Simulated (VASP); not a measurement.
# HfN (Fm-3m) in VASP: a series of runs

HfN is run at these levels: LDA; tasks: relaxation of the atoms.

Program: VASP 6.6.1. These are calculated values, not measurements. Logs are shortened: lines on timing, memory, paths and dates and some standing lists are left out, and cuts for length are marked.

**1. The cell of the first run**

The structure is cubic, space group Fm-3m (No. 225). Conventional cell: a = 3.581 Å, b = 3.581 Å, c = 3.581 Å, α = 90.00°, β = 90.00°, γ = 90.00°. Within 2.4 Å of Hf (site symmetry m-3m) lie 6 N at 1.79 Å. N (site symmetry m-3m) has 6 Hf at 1.79 Å within 2.4 Å.

**2. Relaxation of the atoms, LDA**

Contents of INCAR:

```
ALGO = Normal ; EDIFF = 1E-6
EDIFFG = -0.01 ; ENCUT = 520
GGA = CA ; IBRION = 2
ISIF = 2 ; ISMEAR = -1
LASPH = T ; LCHARG = F
LREAL = F ; LWAVE = F
NELM = 60 ; NSW = 50
PREC = Accurate ; SIGMA = 0.03
```

Contents of KPOINTS:

```
k-points
0
Gamma
  11 11 11
```

Contents of POSCAR:

```
HfN
1.0
    0.0000000000      1.7905883866      1.7905883866
    1.7905883866      0.0000000000      1.7905883866
    1.7905883866      1.7905883866      0.0000000000
Hf N
1 1
Direct
    0.0000000000      0.0000000000      0.0000000000
    0.5000000000      0.5000000000      0.5000000000
```

Potentials or basis: VASP PAW LDA potentials, release 64 (Hf_pv, N).

On the command line:

```console
> cat potpaw_LDA.64/Hf_pv/POTCAR potpaw_LDA.64/N/POTCAR > POTCAR
> mpirun -np 1 vasp_std > vasp.out
```

OUTCAR:

```text
EDIFF = 1E-6
   EDIFFG = -0.01
   ENCUT = 520
   GGA = CA
   IBRION = 2
   ISIF = 2
   ISMEAR = -1
   LASPH = T
   LREAL = F
   NELM = 60
   NSW = 50
   PREC = Accurate

 ion  position               nearest neighbor table
   1  0.000  0.000  0.000-   2 1.79   2 1.79   2 1.79   2 1.79   2 1.79   2 1.79
   2  0.500  0.500  0.500-   1 1.79   1 1.79   1 1.79   1 1.79   1 1.79   1 1.79

  LATTYP: Found a face centered cubic cell.
 ALAT       =     3.5811767732

  Lattice vectors:

 A1 = (   0.0000000000,   1.7905883866,   1.7905883866)
 A2 = (   1.7905883866,   0.0000000000,   1.7905883866)
 A3 = (   1.7905883866,   1.7905883866,   0.0000000000)

Analysis of symmetry for initial positions (statically):
=====================================================================
 Subroutine PRICEL returns:
 Original cell was already a primitive cell.

 Routine SETGRP: Setting up the symmetry group for a
 face centered cubic supercell.

 Subroutine GETGRP returns: Found 48 space group operations
 (whereof 48 operations were pure point group operations)
 out of a pool of 48 trial point group operations.

The static configuration has the point symmetry O_h .

Analysis of symmetry for dynamics (positions and initial velocities):
=====================================================================
 Subroutine PRICEL returns:
 Original cell was already a primitive cell.

 Routine SETGRP: Setting up the symmetry group for a
 face centered cubic supercell.

 Subroutine GETGRP returns: Found 48 space group operations
 (whereof 48 operations were pure point group operations)
 out of a pool of 48 trial point group operations.

The dynamic configuration has the point symmetry O_h .

 Subroutine INISYM returns: Found 48 space group operations
 (whereof 48 operations are pure point group operations),
 and found     1 'primitive' translations

----------------------------------------------------------------------------------------

                                     Primitive cell

  volume of cell :      11.4820

  direct lattice vectors                    reciprocal lattice vectors
     0.000000000  1.790588387  1.790588387    -0.279237821  0.279237821  0.279237821
     1.790588387  0.000000000  1.790588387     0.279237821 -0.279237821  0.279237821
     1.790588387  1.790588387  0.000000000     0.279237821  0.279237821 -0.279237821

  length of vectors
     2.532274381  2.532274381  2.532274381     0.483654094  0.483654094  0.483654094

  position of ions in fractional coordinates (direct lattice)
     0.000000000  0.000000000  0.000000000
     0.500000000  0.500000000  0.500000000

  ion indices of the primitive-cell ions
   primitive index   ion index
                 1           1
                 2           2

----------------------------------------------------------------------------------------

 KPOINTS: k-points

Automatic generation of k-mesh.
 Grid dimensions read from file:
 generate k-points for:   11   11   11

 Generating k-lattice:

  Cartesian coordinates                     Fractional coordinates (reciprocal lattice)
    -0.025385256  0.025385256  0.025385256     0.090909091  0.000000000  0.000000000
     0.025385256 -0.025385256  0.025385256     0.000000000  0.090909091  0.000000000
     0.025385256  0.025385256 -0.025385256     0.000000000  0.000000000  0.090909091

  Length of vectors
     0.043968554  0.043968554  0.043968554

  Shift w.r.t. Gamma in fractional coordinates (k-lattice)
     0.000000000  0.000000000  0.000000000

 Subroutine IBZKPT returns following result:
 ===========================================

 Found     56 irreducible k-points:

 Following reciprocal coordinates:
            Coordinates               Weight
  0.000000  0.000000  0.000000      1.000000
  0.090909  0.000000  0.000000      8.000000
  0.181818  0.000000  0.000000      8.000000
  0.272727  0.000000  0.000000      8.000000
  0.363636  0.000000  0.000000      8.000000
  0.454545  0.000000  0.000000      8.000000
[... 16 lines left out ...]
 -0.272727  0.181818  0.000000     24.000000
 -0.181818  0.181818  0.000000     12.000000
 [... further k-points ...]
   k-points           NKPTS =     56   k-points in BZ     NKDIM =     56   number of bands    NBANDS=     11
   number of dos      NEDOS =    301   number of ions     NIONS =      2
   total plane-waves  NPLWV =   8000
   dimension x,y,z NGX =    20 NGY =   20 NGZ =   20
   dimension x,y,z NGXF=    40 NGYF=   40 NGZF=   40
   ions per type =               1   1
   NGX,Y,Z   is equivalent  to a cutoff of  13.13, 13.13, 13.13 a.u.
   NGXF,Y,Z  is equivalent  to a cutoff of  26.26, 26.26, 26.26 a.u.
 SYSTEM =  unknown system
   PREC   = accura    normal or accurate (medium, high low for compatibility)
   ISTART =      0    job   : 0-new  1-cont  2-samecut
   ICHARG =      2    charge: 1-file 2-atom 10-const
   ISPIN  =      1    spin polarized calculation?
   LNONCOLLINEAR =      F non collinear calculations
   LSORBIT =      F    spin-orbit coupling
   LASPH  =      T    aspherical Exc in radial PAW
   ENCUT  =  520.0 eV  38.22 Ry    6.18 a.u.   4.71  4.71  4.71*2*pi/ulx,y,z
   NELM   =     60;   NELMIN=  2; NELMDL= -5     # of ELM steps
   EDIFF  = 0.1E-05   stopping-criterion for ELM
   LREAL  =      F    real-space projection
   EDIFFG = -.1E-01   stopping-criterion for IOM
   NSW    =     50    number of steps for IOM
   IBRION =      2    ionic relax: 0-MD 1-quasi-New 2-CG
   NFREE  =      1    steps in history (QN), initial steepest desc. (CG)
   ISIF   =      2    stress and relaxation
   ISYM   =      2    0-nonsym 1-usesym 2-fastsym
   POTIM  = 0.5000    time-step for ionic-motion
   TEBEG  =    0.0;   TEEND  =   0.0 temperature during run
   PSTRESS=    0.0 pullay stress
   NELECT =      15.0000    total number of electrons
   NUPDOWN=      -1.0000    fix difference up-down
   EMIN   =  10.00;   EMAX   =-10.00  energy-range for DOS
   EFERMI =   0.00;   METHOD = LEGACY
   ISMEAR =    -1;   SIGMA  =   0.03  broadening in eV -4-tet -1-fermi 0-gaus
   EFERMI_NEDOS =   21; number of points for ismear=-14 and -15
   IALGO  =     38    algorithm
   IMIX   =      4    mixing-type and parameters
     AMIX     =   0.40;   BMIX     =  1.00
     AMIX_MAG =   1.60;   BMIX_MAG =  1.00
  volume/ion in A,a.u.               =       5.74        38.74
  Fermi-wavevector in a.u.,A,eV,Ry     =   1.789642  3.381933 43.576989  3.202818
  Thomas-Fermi vector in A             =   2.852574
   LORBIT       =      0    0 simple, 1 ext, 2 COOP (PROOUT), +10 PAW based schemes
   GGA     = CA    functional components
   LHFCALC =     F    Hartree Fock is set to
   AEXX    =    0.0000 exact exchange contribution
   IVDW    =     0    specifies the selected vdW correction
   LEPSILON=     F    determine dielectric tensor
   LRPA    =     F    only Hartree local field effects (RPA)
 conjugate gradient relaxation of ions
 non-spin polarized calculation
  energy-cutoff  :      520.00
  volume of cell :       11.48
 maximum number of plane-waves:       331
   NGX =  9   NGY =  9   NGZ =  9

 number of electron      14.9999998 magnetization

 Free energy of the ion-electron system (eV)
  ---------------------------------------------------
  ext. energy  EPLUGINS =         0.00000000
  ---------------------------------------------------
  free energy    TOTEN  =        -8.38520356 eV

  energy without entropy =       -8.38300798  energy(sigma->0) =       -8.38410577

 E-fermi :  15.9561     XC(G=0): -16.9430

 val. band max:       15.8874054867   @ k =  -0.3636   0.3636   0.0909
 cond. band min:      15.9999871365   @ k =  -0.4545   0.2727   0.0909
 fundamental gap:      0.1125816498
 Fermi energy:        15.9560694359

 k-point     1 :       0.0000    0.0000    0.0000
  band No.  band energies     occupation
      1     -12.2093      2.00000
      2     -12.2093      2.00000
      3     -12.2093      2.00000
      4      -3.9374      2.00000
      5      12.8059      2.00000
      6      12.8059      2.00000
      7      12.8059      2.00000
      8      14.4124      2.00000
      9      14.4124      2.00000
     10      14.4124      2.00000
     11      19.7540      0.00000

 k-point     2 :       0.0909    0.0000    0.0000
  band No.  band energies     occupation
      1     -13.2420      2.00000
      2     -12.2502      2.00000
      3     -12.2502      2.00000
      4      -2.9360      2.00000
      5      11.4157      2.00000
      6      11.4157      2.00000
      7      11.4455      2.00000
      8      15.0544      2.00000
      9      15.0544      2.00000
     10      15.2167      2.00000
     11      21.4807      0.00000

 k-point     3 :       0.1818    0.0000    0.0000
  band No.  band energies     occupation
      1     -15.3301      2.00000
      2     -12.3552      2.00000
      3     -12.3552      2.00000
      4      -0.9718      2.00000
      5       9.1904      2.00000
      6       9.1904      2.00000
      7       9.4245      2.00000
      8      16.2310      0.00021
      9      16.5585      0.00000
     10      16.5585      0.00000
     11      25.0522      0.00000

 k-point     4 :       0.2727    0.0000    0.0000
  band No.  band energies     occupation
      1     -17.3995      2.00000
      2     -12.4831      2.00000
      3     -12.4831      2.00000
      4       0.8370      2.00000
      5       7.2565      2.00000
      6       7.2565      2.00000
      7       7.6360      2.00000
      8      17.6772      0.00000
      9      18.8218      0.00000
     10      18.8218      0.00000
     11      29.1535      0.00000

 k-point     5 :       0.3636    0.0000    0.0000
  band No.  band energies     occupation
      1     -18.9749      2.00000
      2     -12.5915      2.00000
      3     -12.5915      2.00000
      4       2.0866      2.00000
      5       5.8865      2.00000
      6       5.8865      2.00000
      7       6.3025      2.00000
      8      19.9248      0.00000
      9      21.5568      0.00000
     10      21.5568      0.00000
     11      29.3447      0.00000
[... 211 lines left out ...]
 k-point    21 :      -0.4545    0.1818    0.0000
  band No.  band energies     occupation
      1     -19.2476      2.00000
      2     -14.6363      2.00000
      3     -13.2666      2.00000
      4       0.4885      2.00000
      5       5.7840      2.00000
      6       6.7687      2.00000
      7      10.2198      2.00000
      8      18.4564      0.00000
      9      23.1220      0.00000
     10      24.4218      0.00000
     11      30.4694      0.00000

 k-point    22 :      -0.3636    0.1818    0.0000
  band No.  band energies     occupation
      1     -19.0067      2.00000
      2     -14.8741      2.00000
      3     -12.9136      2.00000
      4       1.4217      2.00000
      5       5.1917      2.00000
      6       6.0756      2.00000
      7      10.3665      2.00000
      8      20.2800      0.00000
      9      21.8283      0.00000
     10      22.1402      0.00000
     11      30.3877      0.00000

 k-point    23 :      -0.2727    0.1818    0.0000
  band No.  band energies     occupation
      1     -18.2151      2.00000
      2     -14.7429      2.00000
      3     -12.5348      2.00000
      4       2.3329      2.00000
      5       4.7124      2.00000
      6       5.9553      2.00000
      7      10.3036      2.00000
      8      18.6607      0.00000
      9      19.2393      0.00000
     10      24.2321      0.00000
     11      27.7706      0.00000

 k-point    24 :      -0.1818    0.1818    0.0000
  band No.  band energies     occupation
      1     -17.1593      2.00000
      2     -14.1238      2.00000
      3     -12.2577      2.00000
      4       1.7311      2.00000
      5       5.6142      2.00000
      6       6.4516      2.00000
      7      10.2481      2.00000
      8      17.3482      0.00000
      9      17.5181      0.00000
     10      22.9344      0.00000
     11      25.2217      0.00000

 [... further k-points ...]

------------------------ aborting loop because EDIFF is reached ----------------------------------------

  FORCE on cell =-STRESS in cart. coord.  units (eV):
  Direction    XX          YY          ZZ          XY          YZ          ZX
  --------------------------------------------------------------------------------------
  -------------------------------------------------------------------------------------
  Total       58.4534028     58.4534028     58.4534028      0.0000000      0.0000000      0.0000000
  in kB     8156.4859897   8156.4859897   8156.4859897      0.0000000      0.0000000      0.0000000
  external PRESSURE =    8156.4859897 kB  Pullay stress =       0.0000000 kB

 VOLUME and BASIS-vectors are now :
 -----------------------------------------------------------------------------
  energy-cutoff  :      520.00
  volume of cell :       11.48
      direct lattice vectors                 reciprocal lattice vectors
     0.000000000  1.790588387  1.790588387    -0.279237821  0.279237821  0.279237821
     1.790588387  0.000000000  1.790588387     0.279237821 -0.279237821  0.279237821
     1.790588387  1.790588387  0.000000000     0.279237821  0.279237821 -0.279237821

 POSITION                                       TOTAL-FORCE (eV/Angst)
 -----------------------------------------------------------------------------------
      0.00000      0.00000      0.00000         0.000000      0.000000     -0.000000
      1.79059      1.79059      1.79059         0.000000     -0.000000      0.000000
 -----------------------------------------------------------------------------------
    total drift:                                0.000000      0.000000      0.000000

  FREE ENERGIE OF THE ION-ELECTRON SYSTEM (eV)
  ---------------------------------------------------
  free  energy   TOTEN  =        -8.3852035619 eV

  energy  without entropy=       -8.3830079757  energy(sigma->0) =       -8.38410577

 reached required accuracy - stopping structural energy minimisation
```

Wall time 5 s (1 thread of Intel Xeon Platinum 8488C (Sapphire Rapids), shared host); peak memory 0.12 GiB.

The run converged, but its numbers aren't listed here, since they failed a check.

Caveat: the relaxation stopped at its first step, so nothing moved; spin-orbit coupling is left out, which moves the levels of the heavy elements.

**3. Relaxation of the atoms, LDA**

This run uses another cell than the first one, of 10.33 Å³/atom, 1.800 times its volume.

Contents of INCAR:

```
PREC = Accurate
ENCUT = 520
EDIFF = 1E-6
ISMEAR = -1
SIGMA = 0.03
LREAL = False
LASPH = True
NELM = 60
ALGO = Normal
ISIF = 2
LWAVE = False
LCHARG = False
GGA = CA
IBRION = 2
NSW = 50
EDIFFG = -0.01
```

Contents of KPOINTS:

```
regular mesh
0
Gamma
  11 11 11
```

Contents of POSCAR:

```
HfN
1.0
    0.0000000000      2.1781440517      2.1781440517
    2.1781440517      0.0000000000      2.1781440517
    2.1781440517      2.1781440517      0.0000000000
Hf N
1 1
Direct
    0.0000000000      0.0000000000      0.0000000000
    0.5000000000      0.5000000000      0.5000000000
```

Potentials or basis: VASP PAW LDA potentials, release 64 (Hf_pv, N).

On the command line:

```console
> cat potpaw_LDA.64/Hf_pv/POTCAR potpaw_LDA.64/N/POTCAR > POTCAR
> mpirun -np 1 vasp_std > vasp.out
```

Run time: 6.3 s. Hardware: 1 thread of Intel Xeon Platinum 8488C (Sapphire Rapids), shared host; peak memory 0.14 GiB.

It converged, with:

- Free energy: -23.7452 eV
- Pressure after relaxing: 26.0 GPa

Final structure:
```
Hf N
1.0
     0.00000    2.17814    2.17814
     2.17814    0.00000    2.17814
     2.17814    2.17814    0.00000
Hf N
1 1
Direct
  0.00000 0.00000 0.00000
  0.50000 0.50000 0.50000
```

Levels at points of the mesh, in eV from the Fermi level:
```csv
k point,band 6,band 7,band 8,band 9,band 10,band 11
"(0.00, 0.00, 0.00)",-2.98,-2.98,-0.39,-0.39,-0.39,2.26
```

Caveat: the relaxation stopped at its first step, so nothing moved; spin-orbit coupling is left out, which moves the levels of the heavy elements.

**4. Relaxation of the atoms, LDA**

This run uses another cell than the first one, of 11.48 Å³/atom, 2.000 times its volume.

Contents of INCAR:

```
PREC = Accurate
ENCUT = 520
EDIFF = 1E-6
ISMEAR = -1
SIGMA = 0.03
LREAL = F
LASPH = T
NELM = 100
ALGO = Normal
ISIF = 2
LWAVE = F
LCHARG = F
IBRION = 2
NSW = 50
EDIFFG = -0.01
```

KPOINTS is that of step 3.

Contents of POSCAR:

```
HfN
1.0
    0.0000000000      2.2560000000      2.2560000000
    2.2560000000      0.0000000000      2.2560000000
    2.2560000000      2.2560000000      0.0000000000
Hf N
1 1
Direct
    0.0000000000      0.0000000000      0.0000000000
    0.5000000000      0.5000000000      0.5000000000
```

On the command line:

```console
> cat potpaw_LDA.64/Hf_pv/POTCAR potpaw_LDA.64/N/POTCAR > POTCAR
> mpirun -np 1 vasp_std > vasp.out
```

Run time: 6.1 s. Hardware: 1 thread of Intel Xeon Platinum 8488C (Sapphire Rapids), shared host; peak memory 0.13 GiB.

Results (log left out):

* Free energy: -23.8420 eV
* Pressure after relaxing: -9.5 GPa

Final structure:
```yaml
crystal:
  lattice:
    - [0.00000, 2.25600, 2.25600]
    - [2.25600, 0.00000, 2.25600]
    - [2.25600, 2.25600, 0.00000]
  atoms:
    - { symbol: Hf, position: [0.00000, 0.00000, 0.00000] }
    - { symbol: N, position: [0.50000, 0.50000, 0.50000] }
```

Levels at points of the mesh, in eV from the Fermi level:
| k point | band 5 | band 6 | band 7 | band 8 | band 9 | band 10 | band 11 |
| --- | --- | --- | --- | --- | --- | --- | --- |
| (0.00, 0.00, 0.00) | -2.88 | -2.88 | -2.88 | -0.32 | -0.32 | -0.32 | 1.99 |

Caveat: the relaxation stopped at its first step, so nothing moved; spin-orbit coupling is left out, which moves the levels of the heavy elements.
